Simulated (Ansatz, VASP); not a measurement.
# Two plane-wave programs on Pb

```
CELL_PARAMETERS angstrom
0.00000 2.26298 2.94187
2.26298 0.00000 2.94187
2.26298 2.26298 0.00000
ATOMIC_POSITIONS crystal
Pb 0.00000 0.00000 0.00000
```

Alike in both runs: task single point; functional PBEsol; k mesh 18 × 18 × 18; occupations gaussian, width 0.15 eV; no spin polarisation.

```csv
,VASP,Ansatz
version,VASP 6.6.1,Ansatz 0.2.0
potentials or method,"VASP PAW PBE potentials, release 64 (Pb_d), cutoff 520 eV","scalar-relativistic, plane waves, PAW"
valence electrons in the cell,14,14
```

|  | VASP | Ansatz | Ansatz less VASP |
| --- | --- | --- | --- |
| gap on the k mesh at the Fermi level (eV) | none | none | - |
| pressure (GPa) | 0.8 | 0.9 | +0.08 |
| traceless stress, the component that is largest in VASP (GPa) | -4.03 | -4.03 | -0.004 |

VASP's potentials were made for PBE, not for PBEsol. A gap of «none» marks a metal or a gap that the smearing closes.

Spin-orbit coupling is off throughout.
